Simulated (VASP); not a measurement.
# LiNbO3 (R3c) in VASP: further runs

LiNbO3 is run at these levels: PBE; tasks: relaxation of cell and atoms, single point.

All numbers are computed with VASP 6.6.1; they aren't measurements. Logs are shortened: lines on timing, memory, paths and dates and some standing lists are left out, and cuts for length are marked.

## (1) The cell of the first run

Symmetry: R3c, No. 161, trigonal system. The conventional cell has a = 5.152 Å, b = 5.152 Å, c = 13.869 Å, α = 90.00°, β = 90.00°, γ = 120.00°. Within 2.7 Å of Li (site symmetry 3) lie 6 O at 2.07 to 2.24 Å. Nb (site symmetry 3) has 6 O at 1.88 to 2.13 Å within 2.5 Å. O (site symmetry 1) has 2 Nb at 1.88 to 2.13 Å and 2 Li at 2.07 to 2.24 Å within 2.5 Å.

## (2) Relaxation of cell and atoms, PBE

The input, INCAR:

```
  PREC = Accurate
  ENCUT = 600
  EDIFF = 1E-6
  ISMEAR = 0
  SIGMA = 0.01
  LREAL = False
  LASPH = True
  NELM = 100
  ALGO = Normal
  ISIF = 3
  LWAVE = False
  LCHARG = False
  GGA = PE
  IBRION = 2
  NSW = 80
  EDIFFG = -0.005
```

The input, KPOINTS:

```
regular mesh
0
Gamma
  7 7 7
```

The input, POSCAR:

```
LiNbO3
1.0
    2.5758000000      1.4871388000      4.6230000000
   -2.5758000000      1.4871388000      4.6230000000
    0.0000000000     -2.9742776000      4.6230000000
Li Nb O
2 2 6
Direct
    0.7185000000      0.7185000000      0.7185000000
    0.2185000000      0.2185000000      0.2185000000
    0.9999450000      0.9999450000      0.9999450000
    0.4999450000      0.4999450000      0.4999450000
    0.2804100000      0.6416400000      0.8876900000
    0.6416400000      0.8876900000      0.2804100000
    0.8876900000      0.2804100000      0.6416400000
    0.3876900000      0.1416400000      0.7804100000
    0.7804100000      0.3876900000      0.1416400000
    0.1416400000      0.7804100000      0.3876900000
```

Potentials or basis: VASP PAW PBE potentials, release 64 (Li_sv, Nb_sv, O).

Command:

```sh
$ cat potpaw_PBE.64/Li_sv/POTCAR potpaw_PBE.64/Nb_sv/POTCAR potpaw_PBE.64/O/POTCAR > POTCAR
$ mpirun -np 1 vasp_std > vasp.out
```

OUTCAR:

```text
PREC = Accurate
   ENCUT = 600
   EDIFF = 1E-6
   ISMEAR = 0
   LREAL = False
   LASPH = True
   NELM = 100
   ISIF = 3
   GGA = PE
   IBRION = 2
   NSW = 80
   EDIFFG = -0.005

 ion  position               nearest neighbor table
   1  0.718  0.718  0.718-  10 2.07   9 2.07   8 2.07   6 2.24   5 2.24   7 2.24
   2  0.218  0.218  0.218-   5 2.07   7 2.07   6 2.07   8 2.24  10 2.24   9 2.24
   3  1.000  1.000  1.000-   6 1.88   7 1.88   5 1.88   8 2.13  10 2.13   9 2.13
   4  0.500  0.500  0.500-   8 1.88   9 1.88  10 1.88   6 2.13   5 2.13   7 2.13
   5  0.280  0.642  0.888-   3 1.88   2 2.07   4 2.13   1 2.24
   6  0.642  0.888  0.280-   3 1.88   2 2.07   4 2.13   1 2.24
   7  0.888  0.280  0.642-   3 1.88   2 2.07   4 2.13   1 2.24
   8  0.388  0.142  0.780-   4 1.88   1 2.07   3 2.13   2 2.24
   9  0.780  0.388  0.142-   4 1.88   1 2.07   3 2.13   2 2.24
  10  0.142  0.780  0.388-   4 1.88   1 2.07   3 2.13   2 2.24

  LATTYP: Found a trigonal (rhomboedric) cell.
 ALAT       =     5.4971316566
 COS(alpha) =     0.5608812349

  Lattice vectors:

 A1 = (   2.5758000000,   1.4871388000,   4.6230000000)
 A2 = (  -2.5758000000,   1.4871388000,   4.6230000000)
 A3 = (   0.0000000000,  -2.9742776000,   4.6230000000)

Analysis of symmetry for initial positions (statically):
=====================================================================
 Subroutine PRICEL returns:
 Original cell was already a primitive cell.

 Routine SETGRP: Setting up the symmetry group for a
 trigonal (rhombohedral) supercell.

 Subroutine GETGRP returns: Found  6 space group operations
 (whereof  3 operations were pure point group operations)
 out of a pool of 12 trial point group operations.

The static configuration has the point symmetry C_3 .
 The point group associated with its full space group is C_3v.

Analysis of symmetry for dynamics (positions and initial velocities):
=====================================================================
 Subroutine PRICEL returns:
 Original cell was already a primitive cell.

 Routine SETGRP: Setting up the symmetry group for a
 trigonal (rhombohedral) supercell.

 Subroutine GETGRP returns: Found  6 space group operations
 (whereof  3 operations were pure point group operations)
 out of a pool of 12 trial point group operations.

The dynamic configuration has the point symmetry C_3 .
 The point group associated with its full space group is C_3v.

 Subroutine INISYM returns: Found  6 space group operations
 (whereof  3 operations are pure point group operations),
 and found     1 'primitive' translations

----------------------------------------------------------------------------------------

                                     Primitive cell

  volume of cell :     106.2524

  direct lattice vectors                    reciprocal lattice vectors
     2.575800000  1.487138800  4.623000000     0.194114450  0.112072032  0.072103252
    -2.575800000  1.487138800  4.623000000    -0.194114450  0.112072032  0.072103252
     0.000000000 -2.974277600  4.623000000     0.000000000 -0.224144063  0.072103252

  length of vectors
     5.497131657  5.497131657  5.497131638     0.235455811  0.235455811  0.235455813

  position of ions in fractional coordinates (direct lattice)
     0.718500000  0.718500000  0.718500000
     0.218500000  0.218500000  0.218500000
     0.999945000  0.999945000  0.999945000
     0.499945000  0.499945000  0.499945000
     0.280410000  0.641640000  0.887690000
     0.641640000  0.887690000  0.280410000
     0.887690000  0.280410000  0.641640000
     0.387690000  0.141640000  0.780410000
     0.780410000  0.387690000  0.141640000
     0.141640000  0.780410000  0.387690000

  ion indices of the primitive-cell ions
   primitive index   ion index
                 1           1
                 2           2
                 3           3
                 4           4
                 5           5
                 6           6
                 7           7
                 8           8
                 9           9
                10          10

----------------------------------------------------------------------------------------

 KPOINTS: regular mesh

Automatic generation of k-mesh.
 Grid dimensions read from file:
 generate k-points for:    7    7    7

 Generating k-lattice:

  Cartesian coordinates                     Fractional coordinates (reciprocal lattice)
     0.027730636  0.016010290  0.010300465     0.142857143 -0.000000000  0.000000000
    -0.027730636  0.016010290  0.010300465    -0.000000000  0.142857143  0.000000000
     0.000000000 -0.032020580  0.010300465     0.000000000  0.000000000  0.142857143

  Length of vectors
     0.033636544  0.033636544  0.033636545

  Shift w.r.t. Gamma in fractional coordinates (k-lattice)
     0.000000000  0.000000000  0.000000000

 Subroutine IBZKPT returns following result:
 ===========================================

 Found     44 irreducible k-points:

 Following reciprocal coordinates:
            Coordinates               Weight
  0.000000  0.000000  0.000000      1.000000
  0.142857  0.000000  0.000000      6.000000
  0.285714  0.000000  0.000000      6.000000
  0.428571  0.000000  0.000000      6.000000
  0.142857  0.142857  0.000000      6.000000
  0.285714  0.142857 -0.000000     12.000000
[... 16 lines left out ...]
  0.285714  0.285714  0.142857      6.000000
  0.428571  0.285714  0.142857     12.000000
 [... further k-points ...]
   k-points           NKPTS =     44   k-points in BZ     NKDIM =     44   number of bands    NBANDS=     40
   number of dos      NEDOS =    301   number of ions     NIONS =     10
   total plane-waves  NPLWV = 110592
   dimension x,y,z NGX =    48 NGY =   48 NGZ =   48
   dimension x,y,z NGXF=    96 NGYF=   96 NGZF=   96
   ions per type =               2   2   6
   NGX,Y,Z   is equivalent  to a cutoff of  14.52, 14.52, 14.52 a.u.
   NGXF,Y,Z  is equivalent  to a cutoff of  29.03, 29.03, 29.03 a.u.
 SYSTEM =  unknown system
   PREC   = accura    normal or accurate (medium, high low for compatibility)
   ISTART =      0    job   : 0-new  1-cont  2-samecut
   ICHARG =      2    charge: 1-file 2-atom 10-const
   ISPIN  =      1    spin polarized calculation?
   LNONCOLLINEAR =      F non collinear calculations
   LSORBIT =      F    spin-orbit coupling
   LASPH  =      T    aspherical Exc in radial PAW
   ENCUT  =  600.0 eV  44.10 Ry    6.64 a.u.  10.98 10.98 10.98*2*pi/ulx,y,z
   NELM   =    100;   NELMIN=  2; NELMDL= -5     # of ELM steps
   EDIFF  = 0.1E-05   stopping-criterion for ELM
   LREAL  =      F    real-space projection
   EDIFFG = -.5E-02   stopping-criterion for IOM
   NSW    =     80    number of steps for IOM
   IBRION =      2    ionic relax: 0-MD 1-quasi-New 2-CG
   NFREE  =      1    steps in history (QN), initial steepest desc. (CG)
   ISIF   =      3    stress and relaxation
   ISYM   =      2    0-nonsym 1-usesym 2-fastsym
   POTIM  = 0.5000    time-step for ionic-motion
   TEBEG  =    0.0;   TEEND  =   0.0 temperature during run
   PSTRESS=    0.0 pullay stress
   NELECT =      68.0000    total number of electrons
   NUPDOWN=      -1.0000    fix difference up-down
   EMIN   =  10.00;   EMAX   =-10.00  energy-range for DOS
   EFERMI =   0.00;   METHOD = LEGACY
   ISMEAR =     0;   SIGMA  =   0.01  broadening in eV -4-tet -1-fermi 0-gaus
   EFERMI_NEDOS =   21; number of points for ismear=-14 and -15
   IALGO  =     38    algorithm
   IMIX   =      4    mixing-type and parameters
     AMIX     =   0.40;   BMIX     =  1.00
     AMIX_MAG =   1.60;   BMIX_MAG =  1.00
  volume/ion in A,a.u.               =      10.63        71.70
  Fermi-wavevector in a.u.,A,eV,Ry     =   1.410798  2.666022 27.080374  1.990351
  Thomas-Fermi vector in A             =   2.532715
   LORBIT       =      0    0 simple, 1 ext, 2 COOP (PROOUT), +10 PAW based schemes
   GGA     = PE    functional components
   LHFCALC =     F    Hartree Fock is set to
   AEXX    =    0.0000 exact exchange contribution
   IVDW    =     0    specifies the selected vdW correction
   LEPSILON=     F    determine dielectric tensor
   LRPA    =     F    only Hartree local field effects (RPA)
 conjugate gradient relaxation of ions
 non-spin polarized calculation
 Gauss-broadening in eV      SIGMA  =   0.01
  energy-cutoff  :      600.00
  volume of cell :      106.25
 maximum number of plane-waves:      3573
 NGX is ok and might be reduce to    48
   NGX = 21   NGY = 21   NGZ = 21

--------------------------------------- Ionic step        1  -------------------------------------------

 number of electron      68.0000002 magnetization

 Free energy of the ion-electron system (eV)
  ---------------------------------------------------
  ext. energy  EPLUGINS =         0.00000000
  ---------------------------------------------------
  free energy    TOTEN  =       -80.02127013 eV

  energy without entropy =      -80.02127013  energy(sigma->0) =      -80.02127013

------------------------ aborting loop because EDIFF is reached ----------------------------------------

  FORCE on cell =-STRESS in cart. coord.  units (eV):
  Direction    XX          YY          ZZ          XY          YZ          ZX
  --------------------------------------------------------------------------------------
  -------------------------------------------------------------------------------------
  Total        2.7287887      2.7287886      2.5904339      0.0000000      0.0000000      0.0000000
  in kB       41.1473341     41.1473328     39.0610850      0.0000000      0.0000000      0.0000000
  external PRESSURE =      40.4519173 kB  Pullay stress =       0.0000000 kB
[... 113 lines left out ...]
  FREE ENERGIE OF THE ION-ELECTRON SYSTEM (eV)
  ---------------------------------------------------
  free  energy   TOTEN  =       -80.0452300283 eV

  energy  without entropy=      -80.0452300283  energy(sigma->0) =      -80.04523003

[... ionic steps 4 to 8 ...]

--------------------------------------- Ionic step        9  -------------------------------------------

 number of electron      67.9999995 magnetization

------------------------ aborting loop because EDIFF is reached ----------------------------------------

  FORCE on cell =-STRESS in cart. coord.  units (eV):
  Direction    XX          YY          ZZ          XY          YZ          ZX
  --------------------------------------------------------------------------------------
  -------------------------------------------------------------------------------------
  Total        0.0676130      0.0676130      0.0267420      0.0000000      0.0000000      0.0000000
  in kB        0.9985830      0.9985829      0.3949552      0.0000000      0.0000000      0.0000000
  external PRESSURE =       0.7973737 kB  Pullay stress =       0.0000000 kB
[... 73 lines left out ...]
  energy  without entropy=      -80.0498453317  energy(sigma->0) =      -80.04984533

--------------------------------------- Ionic step       11  -------------------------------------------

 number of electron      67.9999995 magnetization

 Free energy of the ion-electron system (eV)
  ---------------------------------------------------
  ext. energy  EPLUGINS =         0.00000000
  ---------------------------------------------------
  free energy    TOTEN  =       -80.04984452 eV

  energy without entropy =      -80.04984452  energy(sigma->0) =      -80.04984452

 E-fermi :   3.4327     XC(G=0): -10.6890

 val. band max:        3.3615908680   @ k =   0.1429   0.1429   0.1429
 cond. band min:       6.8960078849   @ k =   0.1429   0.1429   0.0000
 fundamental gap:      3.5344170169
 Fermi energy:         3.4327305990

 k-point     1 :       0.0000    0.0000    0.0000
  band No.  band energies     occupation
      1     -50.8745      2.00000
      2     -50.8609      2.00000
      3     -39.2937      2.00000
      4     -39.2913      2.00000
      5     -27.1496      2.00000
      6     -27.1496      2.00000
[... 1021 lines left out ...]
     39       8.4172      0.00000
     40       8.5983      0.00000

 [... further k-points ...]

------------------------ aborting loop because EDIFF is reached ----------------------------------------

  FORCE on cell =-STRESS in cart. coord.  units (eV):
  Direction    XX          YY          ZZ          XY          YZ          ZX
  --------------------------------------------------------------------------------------
  -------------------------------------------------------------------------------------
  Total        0.0219306      0.0219306      0.0053516      0.0000000      0.0000000      0.0000000
  in kB        0.3237496      0.3237496      0.0790031      0.0000000      0.0000000      0.0000000
  external PRESSURE =       0.2421674 kB  Pullay stress =       0.0000000 kB
[... 25 lines left out ...]
  FREE ENERGIE OF THE ION-ELECTRON SYSTEM (eV)
  ---------------------------------------------------
  free  energy   TOTEN  =       -80.0498445211 eV

  energy  without entropy=      -80.0498445211  energy(sigma->0) =      -80.04984452

 reached required accuracy - stopping structural energy minimisation
```

It took 29 min on 1 thread of Intel Xeon Platinum 8488C (Sapphire Rapids), shared host; peak memory 0.44 GiB.

Results:

```
Free energy                           : -80.0498 eV
Relaxed volume                        : 10.85 Å³/atom
Relaxed cell                          : a = 5.542 Å, b = 5.542 Å, c = 5.542 Å, α = 55.75°, β = 55.75°, γ = 55.75°
Space group after relaxing (to 0.1 Å) : R3c (No. 161)
Energy gained by relaxing             : 2.9 meV/atom
Ionic steps                           : 11
Pressure after relaxing               : 0.0 GPa
Largest force after relaxing          : 0.005 eV/Å
Band gap on the k mesh                : 3.53 eV (least direct gap 3.56 eV)
```

Forces in eV/Å, atoms in the order of the input:
```
Li   0.000  0.000 -0.002
Li   0.000  0.000 -0.002
Nb   0.000  0.000  0.002
Nb   0.000  0.000  0.002
O    0.004 -0.003  0.000
O   -0.004 -0.002  0.000
O    0.001  0.005  0.000
O    0.004 -0.002  0.000
O   -0.001  0.005  0.000
O   -0.004 -0.003  0.000
```

Step by step:
```tsv
step	energy change (eV)	largest force (eV/Å)	pressure (GPa)	volume (Å³)
1	0.0000	0.1944	4.05	106.25
2	0.0205	0.4646	-4.72	110.43
3	-0.0240	0.1362	0.15	107.99
4	-0.0280	0.0444	0.04	108.37
5	-0.0285	0.0156	0.02	108.54
6	-0.0285	0.0183	0.00	108.55
7	-0.0285	0.0081	-0.04	108.56
8	-0.0286	0.0031	-0.07	108.57
9	-0.0286	0.0115	0.08	108.48
10	-0.0286	0.0054	0.01	108.53
11	-0.0286	0.0047	0.02	108.53
```

Final structure:
```
Li Nb O
1.0
     2.59144    1.49617    4.66531
    -2.59144    1.49617    4.66531
     0.00000   -2.99233    4.66531
Li Nb O
2 2 6
Direct
  0.71842 0.71842 0.71842
  0.21842 0.21842 0.21842
  0.99977 0.99977 0.99977
  0.49977 0.49977 0.49977
  0.27894 0.64155 0.88950
  0.64155 0.88950 0.27894
  0.88950 0.27894 0.64155
  0.38950 0.14155 0.77894
  0.77894 0.38950 0.14155
  0.14155 0.77894 0.38950
```

Caveat: the cutoff is under 1.25 times the usual one of these potentials, so pressure, stress and relaxed cells hold a basis-set (Pulay) error; an odd mesh through Γ misses points on the zone boundary, where band edges can lie.

## (3) Single point, PBE

This run uses another cell than the first one, of 10.90 Å³/atom.

The input, INCAR:

```
SYSTEM = LiNbO3
PREC = Accurate
ENCUT = 520
EDIFF = 1E-6
ISMEAR = 0
SIGMA = 0.01
LREAL = .False.
LASPH = .True.
NELM = 100
ALGO = Normal
ISIF = 2
LWAVE = .False.
LCHARG = .False.
GGA = PE
NBANDS = 45
```

The input, KPOINTS:

```
regular mesh
0
Gamma
  7 7 7
  0 0 0
```

The input, POSCAR:

```
LiNbO3
1.0
    2.5949501352      1.4981951591      4.6722232478
   -2.5949501352      1.4981951591      4.6722232478
    0.0000000000     -2.9963903182      4.6722232478
Li Nb O
2 2 6
Direct
    0.7183582876      0.7183582876      0.7183582876
    0.2183582876      0.2183582876      0.2183582876
    0.9994820125      0.9994820125      0.9994820125
    0.4994820125      0.4994820125      0.4994820125
    0.2789058864      0.6419274962      0.8895113174
    0.6419274962      0.8895113174      0.2789058864
    0.8895113174      0.2789058864      0.6419274962
    0.3895113174      0.1419274962      0.7789058864
    0.7789058864      0.3895113174      0.1419274962
    0.1419274962      0.7789058864      0.3895113174
```

Potentials or basis: VASP PAW PBE potentials, release 64 (Li_sv, Nb_sv, O).

Command:

```sh
$ cat potpaw_PBE.64/Li_sv/POTCAR potpaw_PBE.64/Nb_sv/POTCAR potpaw_PBE.64/O/POTCAR > POTCAR
$ mpirun -np 1 vasp_std > vasp.out
```

Run time: 5.8 min. Hardware: 1 thread of Intel Xeon 8259CL, shared host; peak memory 0.36 GiB.

It converged, with:

| Quantity | Value |
| --- | --- |
| Free energy | -80.0421 eV |
| Largest force | 0.037 eV/Å |
| Band gap on the k mesh | 3.55 eV (least direct gap 3.58 eV) |

Forces in eV/Å, atoms in the order of the input:
```
Li   0.000  0.000 -0.004
Li   0.000  0.000 -0.004
Nb   0.000  0.000  0.037
Nb   0.000  0.000  0.037
O   -0.001  0.009 -0.011
O    0.008 -0.004 -0.011
O   -0.007 -0.005 -0.011
O   -0.008 -0.004 -0.011
O    0.007 -0.005 -0.011
O    0.001  0.009 -0.011
```

Levels at points of the mesh, in eV from the valence-band top:
| k point | band 32 | band 33 | band 34 | band 35 | band 36 | band 37 |
| --- | --- | --- | --- | --- | --- | --- |
| (0.00, 0.00, 0.00) | -0.50 | -0.01 | -0.01 | 3.58 | 3.58 | 4.04 |

Caveat: the cutoff is under 1.25 times the usual one of these potentials, so pressure, stress and relaxed cells hold a basis-set (Pulay) error; an odd mesh through Γ misses points on the zone boundary, where band edges can lie.
